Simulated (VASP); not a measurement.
Write the native input for VASP 6.6.1 that does the following.

```
Task                   : single point
Functional             : LDA
Potentials or basis    : VASP PAW LDA potentials, release 64 (Mg, In_d, N)
Cutoff                 : 520 eV
k mesh                 : 12 × 12 × 12
Occupations            : gaussian, width 0.03 eV
Spin                   : no spin polarisation
Dipole correction      : no
Further INCAR settings : ALGO = Normal; EDIFF = 1e-06; NBANDS = 27
```

The structure of MgIn2N2 lies in POSCAR:

```
MgIn2N2
1.0
    1.6701479908      0.9642603921      7.7724938132
   -1.6701479908      0.9642603921      7.7724938132
    0.0000000000     -1.9285207842      7.7724938132
Mg In N
1 2 2
Direct
    0.0000000000      0.0000000000      0.0000000000
    0.4390066700      0.4390066700      0.4390066700
    0.5609933300      0.5609933300      0.5609933300
    0.2772766700      0.2772766700      0.2772766700
    0.7227233300      0.7227233300      0.7227233300
```

These files were run (other wordings do the same):

INCAR

```
PREC = Accurate
ENCUT = 520
EDIFF = 1E-6
ISMEAR = 0
SIGMA = 0.03
LREAL = False
LASPH = True
NELM = 100
ALGO = Normal
ISIF = 2
LWAVE = False
LCHARG = False
NBANDS = 27
```

KPOINTS

```
Automatic mesh
0
Gamma
  12 12 12
```

Potentials or basis: VASP PAW LDA potentials, release 64 (Mg, In_d, N).

Run with:

```sh
$ cat potpaw_LDA.64/Mg/POTCAR potpaw_LDA.64/In_d/POTCAR potpaw_LDA.64/N/POTCAR > POTCAR
$ mpirun -np 1 vasp_std > vasp.out
```

Results of the run:

```json
{
  "Pressure": "-8.2 GPa",
  "Largest force": "0.298 eV/Å",
  "Band gap on the k mesh": "0.06 eV (least direct gap 0.12 eV)"
}
```

Caveat: the cell stands under tension; semilocal functionals underestimate gaps, and a narrow one can read as zero; spin-orbit coupling is left out, which moves the levels of the heavy elements.

It took 17 min on 1 thread of Intel(R) Xeon(R) Platinum 8488C (Sapphire Rapids) (shared host), peak memory 0.61 GiB.
